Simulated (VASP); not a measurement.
The system is HgTe.

```xyz
4
Lattice="4.3944 0.0000 0.0000 -2.1972 3.8056 0.0000 0.0000 0.0000 7.1760" Properties=species:S:1:pos:R:3 pbc="T T T"
Hg    0.0000    2.5371    0.0000
Hg    2.1972    1.2685    3.5880
Te    0.0000    2.5371    2.6910
Te    2.1972    1.2685    6.2790
```

```yaml
Program: VASP 6.6.1
Task: relaxation of cell and atoms
Functional: PBE
Potentials_or_basis: VASP PAW PBE potentials, release 64 (Hg, Te)
Cutoff: 600 eV
k_mesh: 6 × 6 × 4
Occupations: fermi-dirac, width 0.02 eV
Spin: no spin polarisation
```

At the start: pressure 12.0 GPa; volume 30.00 Å³/atom.

Where does the relaxation end?

Over 10 steps the energy falls by 209.4 meV/atom and the volume is 36.91 Å³/atom (+23.0 %); space group P6_3mc (No. 186, to 0.1 Å) before and after.

Step by step:
```
step  energy change (eV)  largest force (eV/Å)  pressure (GPa)  volume (Å³)
   1              0.0000                0.0064           12.00       120.01
   2             -0.6938                0.0036           -2.63       163.40
   3             -0.8375                0.0049            0.09       147.25
   4             -0.8376                0.0046           -0.04       147.83
   5             -0.8376                0.0061            0.01       147.63
   6             -0.8376                0.0062            0.01       147.62
   7             -0.8376                0.0064            0.01       147.59
   8             -0.8376                0.0060            0.01       147.61
   9             -0.8376                0.0051            0.00       147.65
  10             -0.8376                0.0012            0.00       147.63
```

Final structure:
```
Hg Te
1.0
     4.70074    0.00000    0.00000
    -2.35037    4.07096    0.00000
     0.00000    0.00000    7.71470
Hg Te
2 2
Direct
  0.33333 0.66667 0.00031
  0.66667 0.33333 0.50031
  0.33333 0.66667 0.37469
  0.66667 0.33333 0.87469
```

Caveat: the volume moved by over 15 % at a fixed basis, so the end points are rough; the structure was generated, so it needn't be the stable form of HgTe.
